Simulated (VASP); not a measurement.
Wanted: the native input for a VASP 6.6.1 run.

```
Task                   : single point
Functional             : PBE
Potentials or basis    : VASP PAW PBE potentials, release 64 (Sb)
Cutoff                 : 520 eV
k mesh                 : 8 × 8 × 8
Occupations            : gaussian, width 0.027 eV
Spin                   : no spin polarisation
Dipole correction      : no
Further INCAR settings : ALGO = Normal; EDIFF = 1e-07; NBANDS = 12
```

The structure of Sb lies in POSCAR:

```
Sb
1.0
    2.1542000000      1.2437279499      3.7580000000
   -2.1542000000      1.2437279499      3.7580000000
    0.0000000000     -2.4874558998      3.7580000000
Sb
2
Direct
    0.7665100000      0.7665100000      0.7665100000
    0.2334900000      0.2334900000      0.2334900000
```

These files were run (other wordings do the same):

INCAR

```
ALGO = Normal
EDIFF = 1E-7
ENCUT = 520
GGA = PE
ISIF = 2
ISMEAR = 0
LASPH = True
LCHARG = False
LREAL = False
LWAVE = False
NBANDS = 12
NELM = 60
PREC = Accurate
SIGMA = 0.027000000000000003
```

KPOINTS

```
k-points
0
Gamma
  8 8 8
```

Potentials or basis: VASP PAW PBE potentials, release 64 (Sb).

Command:

```console
$ cat potpaw_PBE.64/Sb/POTCAR > POTCAR
$ mpirun -np 1 vasp_std > vasp.out
```

Results of the run:

```yaml
Pressure: 2.8 GPa
Largest_force: 0.185 eV/Å
Band_gap_on_the_k_mesh: zero (band 5 reaches 7.38 eV, above the bottom of band 6 at 7.08 eV)
```

Caveat: spin-orbit coupling is left out, which moves the levels of the heavy elements.

Run time: 17 s on 1 thread of Intel(R) Xeon(R) 6975P-C (Granite Rapids) (shared host), peak memory 0.21 GiB.
